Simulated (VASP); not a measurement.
# LiTmH4 in VASP: notebook, part 2 of 2

VASP 6.6.1. Earlier steps stand in the parts before.

## (3) Single point, PBE

This run uses another cell than the first one, of 12.71 Å³/atom.

INCAR

```
SYSTEM = LiTmH4
PREC = Accurate
ENCUT = 750
EDIFF = 1E-6
ISMEAR = 0
SIGMA = 0.15
LREAL = .False.
LASPH = .True.
NELM = 200
ALGO = Normal
ISIF = 2
LWAVE = .False.
LCHARG = .True.
GGA = PE
LELF = .True.
LVHAR = .True.
NBANDS = 17
GGA_COMPAT = .False.
LMAXMIX = 6
```

KPOINTS

```
regular mesh
0
Gamma
  4 4 4
  0 0 0
```

POSCAR

```
LiTmH4
1.0
   -1.9295485563      1.9295485563      5.1202831778
    1.9295485563     -1.9295485563      5.1202831778
    1.9295485563      1.9295485563     -5.1202831778
Li Tm H
1 1 4
Direct
    0.0000000000      0.0000000000      0.0000000000
    0.5000000000      0.5000000000      0.0000000000
    0.3951235566      0.8951235566      0.5000000000
    0.8951235566      0.3951235566      0.5000000000
    0.6048764434      0.1048764434      0.5000000000
    0.1048764434      0.6048764434      0.5000000000
```

Potentials or basis: VASP PAW PBE potentials, release 64 (Li_sv, Tm_3, H), 4f in core.

The run is started by

```console
cat potpaw_PBE.64/Li_sv/POTCAR potpaw_PBE.64/Tm_3/POTCAR potpaw_PBE.64/H/POTCAR > POTCAR
mpirun -np 1 vasp_std > vasp.out
```

OUTCAR:

```text
SYSTEM = LiTmH4
   PREC = Accurate
   ENCUT = 750
   EDIFF = 1E-6
   ISMEAR = 0
   LREAL = .False.
   LASPH = .True.
   NELM = 200
   ISIF = 2
   GGA = PE

 ion  position               nearest neighbor table
   1  0.000  0.000  0.000-   2 2.73   2 2.73   2 2.73   2 2.73
   2  0.500  0.500  0.000-   3 2.21   4 2.21   5 2.21   6 2.21   6 2.21   5 2.21   3 2.21   4 2.21
                             1 2.73   1 2.73   1 2.73   1 2.73
   3  0.395  0.895  0.500-   2 2.21   2 2.21
   4  0.895  0.395  0.500-   2 2.21   2 2.21
[... 456 lines left out ...]
  -------------------------------------------------------------------------------------
  Total        0.1145567      0.1145567      0.3262364      0.0000000      0.0000000      0.0000000
  in kB        2.4069415      2.4069415      6.8545294      0.0000000      0.0000000      0.0000000
  external PRESSURE =       3.8894708 kB  Pullay stress =       0.0000000 kB

 VOLUME and BASIS-vectors are now :
 -----------------------------------------------------------------------------
  energy-cutoff  :      750.00
  volume of cell :       76.25
      direct lattice vectors                 reciprocal lattice vectors
    -1.929548556  1.929548556  5.120283178     0.000000000  0.259127970  0.097650849
     1.929548556 -1.929548556  5.120283178     0.259127970  0.000000000  0.097650849
     1.929548556  1.929548556 -5.120283178     0.259127970  0.259127970  0.000000000

 POSITION                                       TOTAL-FORCE (eV/Angst)
 -----------------------------------------------------------------------------------
      0.00000      0.00000      0.00000         0.000000      0.000000      0.000000
      0.00000      0.00000      5.12028         0.000000      0.000000      0.000000
      1.92955     -0.00000      4.04629         0.000000     -0.000000     -0.026117
     -0.00000      1.92955      4.04629        -0.000000      0.000000     -0.026117
     -0.00000      1.92955      1.07399        -0.000000      0.000000      0.026117
      1.92955     -0.00000      1.07399         0.000000     -0.000000      0.026117
 -----------------------------------------------------------------------------------
    total drift:                                0.000000      0.000000      0.000000

  FREE ENERGIE OF THE ION-ELECTRON SYSTEM (eV)
  ---------------------------------------------------
  free  energy   TOTEN  =       -20.3698147549 eV

  energy  without entropy=      -20.3695875905  energy(sigma->0) =      -20.36970117
```

OSZICAR:

```text
N       E                     dE             d eps       ncg     rms          rms(c)
DAV:   1     0.594880284862E+02    0.59488E+02   -0.72062E+03   442   0.110E+03
DAV:   2    -0.155567955445E+02   -0.75045E+02   -0.67244E+02   443   0.268E+02
DAV:   3    -0.211415947492E+02   -0.55848E+01   -0.53873E+01   648   0.529E+01
DAV:   4    -0.218780750086E+02   -0.73648E+00   -0.73302E+00   772   0.157E+01
DAV:   5    -0.218861093263E+02   -0.80343E-02   -0.78263E-02   627   0.171E+00    0.250E+01
DAV:   6    -0.206569519887E+02    0.12292E+01   -0.75236E-01   724   0.558E+00    0.158E+01
DAV:   7    -0.203727624945E+02    0.28419E+00   -0.11024E+00   716   0.587E+00    0.246E+00
DAV:   8    -0.203649826665E+02    0.77798E-02   -0.66475E-02   664   0.206E+00    0.323E-01
DAV:   9    -0.203677791970E+02   -0.27965E-02   -0.11199E-02   666   0.619E-01    0.233E-01
DAV:  10    -0.203691033883E+02   -0.13242E-02   -0.95741E-04   551   0.228E-01    0.210E-01
DAV:  11    -0.203697854283E+02   -0.68204E-03   -0.91522E-04   477   0.165E-01    0.468E-02
DAV:  12    -0.203698087715E+02   -0.23343E-04   -0.47753E-05   634   0.473E-02    0.319E-02
DAV:  13    -0.203698144317E+02   -0.56602E-05   -0.10937E-05   498   0.226E-02    0.235E-03
DAV:  14    -0.203698147549E+02   -0.32315E-06   -0.64535E-07   570   0.597E-03
   1 F= -.20369815E+02 E0= -.20369701E+02  d E =-.227164E-03
```

Wall time 82 s (1 thread of Intel Xeon 8259CL, shared host); peak memory 0.4 GiB.

What came out:

```
Free energy            : -20.3698 eV
Pressure               : 0.4 GPa
Largest force          : 0.026 eV/Å
Band gap on the k mesh : zero (bands 8 and 9 overlap by 1.06 eV)
```

Forces in eV/Å, atoms in the order of the input:
```
Li   0.000  0.000  0.000
Tm   0.000  0.000  0.000
H    0.000  0.000 -0.026
H    0.000  0.000 -0.026
H    0.000  0.000  0.026
H    0.000  0.000  0.026
```

Levels at points of the mesh, in eV from the Fermi level:
| k point | band 5 | band 6 | band 7 | band 8 | band 9 | band 10 | band 11 | band 12 |
| --- | --- | --- | --- | --- | --- | --- | --- | --- |
| (0.00, 0.00, 0.00) | -6.85 | -3.94 | -2.59 | 0.27 | 1.12 | 2.94 | 2.94 | 3.84 |
| (0.50, 0.00, 0.00) | -5.59 | -3.68 | -3.21 | -1.28 | 1.23 | 2.27 | 3.42 | 4.39 |
| (0.50, 0.50, 0.00) | -3.60 | -3.28 | -2.91 | -2.43 | -0.30 | 2.38 | 3.87 | 4.77 |
| (0.50, 0.50, 0.50) | -6.50 | -4.06 | -3.66 | 0.76 | 2.61 | 3.16 | 3.16 | 3.85 |

Caveat: the k points lie up to 0.43 Å⁻¹ apart, too coarse for converged energies and pressures of a metal; spin-orbit coupling is left out, which moves the levels of the heavy elements; the 4f electrons are frozen in the core, so they carry no moment and show no levels.

## (4) Single point, PBE

This run uses another cell than the first one, of 16.33 Å³/atom.

INCAR

```
SYSTEM = LiTmH4
PREC     = Accurate       ! precision mode
ENCUT    = 750            ! plane-wave cutoff, eV
EDIFF    = 1E-6           ! SCF threshold, eV
ISMEAR   = 0              ! smearing method
SIGMA    = 0.15           ! smearing width, eV
LREAL    = .False.        ! projectors in reciprocal space
LASPH    = .True.         ! aspherical terms in the spheres
NELM     = 200            ! most SCF steps
ALGO     = Normal         ! electronic algorithm
ISIF     = 2              ! what is computed and relaxed
LWAVE    = .False.        ! write WAVECAR
LCHARG   = .False.        ! write CHGCAR
GGA      = PE             ! functional
NBANDS   = 17             ! bands
GGA_COMPAT= .False.      
LMAXMIX  = 6              ! l up to which the mixer works
```

KPOINTS is that of step 3.

POSCAR

```
LiTmH4
1.0
   -2.7242708968      3.2953602656      2.7291244721
    2.7242708968     -3.2953602656      2.7291244721
    2.7242708968      3.2953602656     -2.7291244721
Li Tm H
1 1 4
Direct
    0.5000000000      0.0000000000      0.5000000000
    0.0000000000      0.0000000000      0.0000000000
    0.7354851122      1.0006180314      0.2651329191
    0.2645148878      0.5296478069      0.2651329191
    0.7354851122      0.4703521931      0.7348670809
    0.2645148878     -0.0006180314      0.7348670809
```

Potentials or basis: VASP PAW PBE potentials, release 64 (Li_sv, Tm_3, H), 4f in core.

The run is started by

```console
cat potpaw_PBE.64/Li_sv/POTCAR potpaw_PBE.64/Tm_3/POTCAR potpaw_PBE.64/H/POTCAR > POTCAR
mpirun -np 1 vasp_std > vasp.out
```

OUTCAR:

```text
SYSTEM = LiTmH4
   PREC = Accurate
   ENCUT = 750
   EDIFF = 1E-6
   ISMEAR = 0
   LREAL = .False.
   LASPH = .True.
   NELM = 200
   ISIF = 2
   GGA = PE

 ion  position               nearest neighbor table
   1  0.500  0.000  0.500-
   2  0.000  0.000  0.000-   3 2.04   6 2.04   4 2.04   5 2.04
   3  0.735  0.001  0.265-   2 2.04
   4  0.265  0.530  0.265-   2 2.04
   5  0.735  0.470  0.735-   2 2.04
   6  0.265  0.999  0.735-   2 2.04

  LATTYP: Found a body centered orthorhombic cell.
 ALAT       =     5.4485417936
 B/A-ratio  =     1.0017816052
 C/A-ratio  =     1.2096301691

  Lattice vectors:

 A1 = (  -2.7242708968,  -3.2953602656,   2.7291244721)
 A2 = (   2.7242708968,  -3.2953602656,  -2.7291244721)
 A3 = (   2.7242708968,   3.2953602656,   2.7291244721)

Analysis of symmetry for initial positions (statically):
=====================================================================
 Subroutine PRICEL returns:
 Original cell was already a primitive cell.

 Routine SETGRP: Setting up the symmetry group for a
 body centered orthorhombic supercell.

 Subroutine GETGRP returns: Found  8 space group operations
 (whereof  8 operations were pure point group operations)
 out of a pool of  8 trial point group operations.

The static configuration has the point symmetry D_2h.

Analysis of symmetry for dynamics (positions and initial velocities):
=====================================================================
 Subroutine PRICEL returns:
 Original cell was already a primitive cell.

 Routine SETGRP: Setting up the symmetry group for a
 body centered orthorhombic supercell.

 Subroutine GETGRP returns: Found  8 space group operations
[... 123 lines left out ...]
     AMIX     =   0.40;   BMIX     =  1.00
     AMIX_MAG =   1.60;   BMIX_MAG =  1.00
  volume/ion in A,a.u.               =      16.33       110.23
  Fermi-wavevector in a.u.,A,eV,Ry     =   0.894752  1.690836 10.892566  0.800581
  Thomas-Fermi vector in A             =   2.016997
   LORBIT       =      0    0 simple, 1 ext, 2 COOP (PROOUT), +10 PAW based schemes
   GGA     = PE    functional components
   LHFCALC =     F    Hartree Fock is set to
   AEXX    =    0.0000 exact exchange contribution
   IVDW    =     0    specifies the selected vdW correction
   LEPSILON=     F    determine dielectric tensor
   LRPA    =     F    only Hartree local field effects (RPA)
 non-spin polarized calculation
 Gauss-broadening in eV      SIGMA  =   0.15
  energy-cutoff  :      750.00
  volume of cell :       98.00
 maximum number of plane-waves:      4618
 NGX is ok and might be reduce to    48
   NGX = 23   NGY = 23   NGZ = 23

 number of electron      16.0000002 magnetization

 Free energy of the ion-electron system (eV)
  ---------------------------------------------------
  ext. energy  EPLUGINS =         0.00000000
  ---------------------------------------------------
  free energy    TOTEN  =       -18.67052935 eV

  energy without entropy =      -18.67048950  energy(sigma->0) =      -18.67050942

 E-fermi :  -0.4720     XC(G=0):  -7.0379

 val. band max:       -0.8271962233   @ k =  -0.2500  -0.2500   0.2500
 cond. band min:      -0.0833029968   @ k =   0.2500  -0.2500   0.2500
 fundamental gap:      0.7438932265
 Fermi energy:        -0.4719560930

 k-point     1 :       0.0000    0.0000    0.0000
  band No.  band energies     occupation
      1     -46.0153      2.00000
      2     -27.5133      2.00000
      3     -26.7814      2.00000
      4     -26.7812      2.00000
      5      -5.8129      2.00000
      6      -2.7635      2.00000
[... 337 lines left out ...]
      4     -26.7848      2.00000
      5      -4.4450      2.00000
      6      -2.7462      2.00000
[... 9 lines left out ...]
     16       7.6410      0.00000
     17       8.8469      0.00000

------------------------ aborting loop because EDIFF is reached ----------------------------------------

  FORCE on cell =-STRESS in cart. coord.  units (eV):
  Direction    XX          YY          ZZ          XY          YZ          ZX
  --------------------------------------------------------------------------------------
  -------------------------------------------------------------------------------------
  Total        0.2022895      0.1317215      0.1501871      0.0000000      0.0000000      0.0000000
  in kB        3.3071006      2.1534300      2.4553113      0.0000000      0.0000000      0.0000000
  external PRESSURE =       2.6386140 kB  Pullay stress =       0.0000000 kB

 VOLUME and BASIS-vectors are now :
 -----------------------------------------------------------------------------
  energy-cutoff  :      750.00
  volume of cell :       98.00
      direct lattice vectors                 reciprocal lattice vectors
    -2.724270897  3.295360266  2.729124472     0.000000000  0.151728479  0.183208939
     2.724270897 -3.295360266  2.729124472     0.183535345  0.000000000  0.183208939
     2.724270897  3.295360266 -2.729124472     0.183535345  0.151728479  0.000000000

 POSITION                                       TOTAL-FORCE (eV/Angst)
 -----------------------------------------------------------------------------------
      0.00000      3.29536      0.00000        -0.000000      0.000000      0.000000
      0.00000      0.00000      0.00000        -0.000000     -0.000000     -0.000000
     -1.27968      3.29536      1.28534         0.031178     -0.000000     -0.038480
      1.44459     -0.00000      1.44379         0.031178     -0.000000      0.038480
      1.27968      3.29536      1.28534        -0.031178      0.000000     -0.038480
      4.00395      0.00000      1.44379        -0.031178      0.000000      0.038480
 -----------------------------------------------------------------------------------
    total drift:                               -0.000000     -0.000000      0.000000

  FREE ENERGIE OF THE ION-ELECTRON SYSTEM (eV)
  ---------------------------------------------------
  free  energy   TOTEN  =       -18.6705293469 eV

  energy  without entropy=      -18.6704894998  energy(sigma->0) =      -18.67050942
```

OSZICAR:

```text
N       E                     dE             d eps       ncg     rms          rms(c)
DAV:   1     0.637223137226E+02    0.63722E+02   -0.77205E+03   612   0.106E+03
DAV:   2    -0.113257315237E+02   -0.75048E+02   -0.68191E+02   621   0.279E+02
DAV:   3    -0.208880630746E+02   -0.95623E+01   -0.93753E+01  1091   0.574E+01
DAV:   4    -0.217817100267E+02   -0.89365E+00   -0.88814E+00   950   0.143E+01
DAV:   5    -0.218746550951E+02   -0.92945E-01   -0.92919E-01   984   0.416E+00    0.225E+01
DAV:   6    -0.193437099857E+02    0.25309E+01   -0.15479E+00   957   0.694E+00    0.152E+01
DAV:   7    -0.186968165010E+02    0.64689E+00   -0.25038E+00   942   0.817E+00    0.458E+00
DAV:   8    -0.186967068520E+02    0.10965E-03   -0.32631E-01   941   0.399E+00    0.917E-01
DAV:   9    -0.186702684235E+02    0.26438E-01   -0.31866E-02   951   0.127E+00    0.472E-01
DAV:  10    -0.186697885112E+02    0.47991E-03   -0.54212E-03   943   0.392E-01    0.359E-01
DAV:  11    -0.186704922712E+02   -0.70376E-03   -0.16502E-03   718   0.219E-01    0.293E-02
DAV:  12    -0.186705211791E+02   -0.28908E-04   -0.92614E-05   900   0.542E-02    0.432E-02
DAV:  13    -0.186705282494E+02   -0.70703E-05   -0.17803E-05   813   0.325E-02    0.406E-03
DAV:  14    -0.186705296025E+02   -0.13532E-05   -0.24996E-06   783   0.101E-02    0.258E-03
DAV:  15    -0.186705293469E+02    0.25560E-06   -0.15391E-07   556   0.407E-03
   1 F= -.18670529E+02 E0= -.18670509E+02  d E =-.398471E-04
```

It took 41 s on 1 thread of Intel Xeon 6975P-C (Granite Rapids), shared host; peak memory 0.35 GiB.

Results:

- Free energy: -18.6705 eV
- Pressure: 0.3 GPa
- Largest force: 0.050 eV/Å
- Band gap on the k mesh: 0.74 eV (least direct gap 0.86 eV)

Forces on the atoms (eV/Å):
```
Li   0.000  0.000  0.000
Tm   0.000  0.000  0.000
H    0.031  0.000 -0.038
H    0.031  0.000  0.038
H   -0.031  0.000 -0.038
H   -0.031  0.000  0.038
```

Stress tensor (GPa, compression positive):
```
0.33 0.00 0.00
0.00 0.22 0.00
0.00 0.00 0.25
```

Caveat: spin-orbit coupling is left out, which moves the levels of the heavy elements; the 4f electrons are frozen in the core, so they carry no moment and show no levels. A k mesh can miss the band edges.

## (5) Overview

```csv
cell,gap on the mesh (eV),pressure (GPa),largest force (eV/Å)
"a = 4.360 Å, angles 113.5, 113.5, 101.6°, 6 atoms, atomic positions A",0.64,0.3,-
"a = 5.802 Å, angles 141.2, 141.2, 56.1°, 6 atoms, atomic positions B",none,0.4,0.03
"a = 5.072 Å, angles 115.0, 99.0, 114.9°, 6 atoms, atomic positions C",0.74,0.3,0.05
```

Alike in all rows: task single point; level PBE; potentials or basis VASP PAW PBE potentials, release 64 (Li_sv, Tm_3, H), 4f in core; no spin polarisation; k mesh 4 × 4 × 4; cutoff (eV) 750; smearing gaussian 0.15 eV.

Caveats: some runs use coarse meshes; spin-orbit coupling is left out, which moves the levels of the heavy elements; the 4f electrons are frozen in the core, so they carry no moment and show no levels.

Absolute energies hang on the potentials; compare differences alone.

The gap in the log of VASP goes by the Fermi energy; the results here count the filled bands.